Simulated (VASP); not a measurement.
Al3GaN4: single point with PBEsol

Crystal: Al3GaN4.

```
CELL_PARAMETERS angstrom
4.40712 0.00000 0.00000
0.00000 4.40712 0.00000
0.00000 0.00000 4.40712
ATOMIC_POSITIONS crystal
Al 0.50000 0.50000 0.00000
Al 0.50000 0.00000 0.50000
Al 0.00000 0.50000 0.50000
Ga 0.00000 0.00000 0.00000
N 0.74471 0.74471 0.25529
N 0.74471 0.25529 0.74471
N 0.25529 0.74471 0.74471
N 0.25529 0.25529 0.25529
```

```json
{
  "Program": "VASP 6.6.1",
  "Task": "single point",
  "Functional": "PBEsol",
  "Potentials or basis": "VASP PAW PBE potentials, release 64 (Al, Ga_d, N)",
  "Cutoff": "520 eV",
  "k mesh": "6 × 6 × 6",
  "Occupations": "gaussian, width 0.02 eV",
  "Spin": "no spin polarisation"
}
```

```yaml
Pressure: -0.1 GPa
Largest_force: 0.007 eV/Å
Band_gap_on_the_k_mesh: 3.32 eV
```

Forces on the atoms (eV/Å):
```
Al   0.000  0.000  0.000
Al   0.000  0.000  0.000
Al   0.000  0.000  0.000
Ga   0.000  0.000  0.000
N    0.004  0.004 -0.004
N    0.004 -0.004  0.004
N   -0.004  0.004  0.004
N   -0.004 -0.004 -0.004
```

Levels at points of the mesh, in eV from the valence-band top:
```tsv
k point	band 17	band 18	band 19	band 20	band 21	band 22	band 23	band 24	band 25	band 26
(0.00, 0.00, 0.00)	-1.98	-1.98	0.00	0.00	0.00	3.32	3.32	3.32	3.43	6.92
(0.50, 0.00, 0.00)	-2.64	-1.21	-1.21	-0.94	-0.94	5.52	5.58	6.05	6.05	8.45
(0.50, 0.50, 0.00)	-2.57	-0.83	-0.55	-0.54	-0.54	7.29	7.47	7.47	7.73	7.93
(0.50, 0.50, 0.50)	-0.59	-0.59	-0.38	-0.38	-0.38	5.46	6.91	6.91	6.91	9.36
```

It took 71 s on 1 thread of Intel Xeon 8259CL (shared host), peak memory 0.22 GiB.

Caveat: the PAW data sets were made with another functional, which shifts forces and pressure a little. A k mesh can miss the band edges.
